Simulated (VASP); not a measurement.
Na, 1 atom in the cell. It takes space group Im-3m (No. 229, cubic). Conventional cell: a = 4.225 Å, b = 4.225 Å, c = 4.225 Å, α = 90.00°, β = 90.00°, γ = 90.00°. Within 4.8 Å of Na (site symmetry m-3m) lie 14 Na at 3.66 to 4.22 Å. 

| Quantity | Value |
| --- | --- |
| Program | VASP 6.6.1 |
| Task | single point |
| Functional | r2SCAN |
| Potentials or basis | VASP PAW PBE potentials, release 64 (Na_pv) |
| Cutoff | 520 eV |
| k mesh | 11 × 11 × 11 |
| Occupations | gaussian, width 0.03 eV |
| Spin | no spin polarisation |
| Dipole correction | no |
| Further INCAR settings | ALGO = Normal; EDIFF = 1e-07; NBANDS = 10 |

Potentials or basis: VASP PAW PBE potentials, release 64 (Na_pv).

Command:

```bash
$ cat potpaw_PBE.64/Na_pv/POTCAR > POTCAR
$ cp INCAR.step1 INCAR
$ mpirun -np 1 vasp_std > vasp.out
$ cp INCAR.step2 INCAR
$ mpirun -np 1 vasp_std > vasp.out
```

Hardware: 1 thread of Intel Xeon 6975P-C, with other jobs on the host.

Task: How long does it take, and how much memory?

Result: It took 69 s on 1 thread of Intel Xeon 6975P-C, on a shared host, peak memory 0.16 GiB. Counts: k points 56.
